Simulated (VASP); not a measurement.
Write the native input for VASP 6.6.1 that does the following.

| Quantity | Value |
| --- | --- |
| Task | single point |
| Functional | PBE |
| Potentials or basis | VASP PAW PBE potentials, release 64 (Mn_pv, O) |
| Cutoff | 520 eV |
| k mesh | 10 × 10 × 10 |
| Occupations | fermi-dirac, width 0.05 eV |
| Spin | collinear spin, ferromagnetic start |
| Starting moments | [4.0, 0.0] μB |
| Dipole correction | no |
| Further INCAR settings | ALGO = Normal; EDIFF = 1e-07; NBANDS = 20 |

The structure of MnO lies in POSCAR:

```
MnO
1.0
    2.6723886600      0.0000000000      0.0000000000
    0.0000000000      2.6723886600      0.0000000000
    0.0000000000      0.0000000000      2.6723886600
Mn O
1 1
Direct
    0.0123160000      0.0026230000     -0.0035030000
    0.4844890000      0.5021670000      0.5003480000
```

This cell differs from its parent crystal: atoms moved at random.

These files were run (other wordings do the same):

INCAR

```
SYSTEM = MnO
PREC = Accurate
ENCUT = 520
EDIFF = 1E-7
ISMEAR = -1
SIGMA = 0.05
LREAL = .FALSE.
LASPH = .TRUE.
NELM = 150
ALGO = Normal
ISIF = 2
LWAVE = .FALSE.
LCHARG = .TRUE.
ISPIN = 2
MAGMOM = 4 0
LORBIT = 11
LMAXMIX = 4
GGA = PE
LELF = .TRUE.
LVHAR = .TRUE.
NBANDS = 20
```

KPOINTS

```
regular mesh
0
G
  10 10 10
  0 0 0
```

Potentials or basis: VASP PAW PBE potentials, release 64 (Mn_pv, O).

Command:

```console
$ cat potpaw_PBE.64/Mn_pv/POTCAR potpaw_PBE.64/O/POTCAR > POTCAR
$ mpirun -np 1 vasp_std > vasp.out
```

Results of the run:

- Pressure: 6.2 GPa
- Largest force: 0.093 eV/Å
- Net moment: 4.18 μB per cell
- Site moments: Mn +3.89; O +0.11 μB
- Valence electrons inside the program's atomic spheres: Mn 11.46; O 4.95

Caveat: the cell differs from its parent crystal (atoms moved at random); a cell with one magnetic atom can't hold antiferromagnetic order, which such compounds often take.

Run time: 9.6 min on 1 thread of AMD EPYC 7R13, with other jobs on the host, peak memory 0.34 GiB.
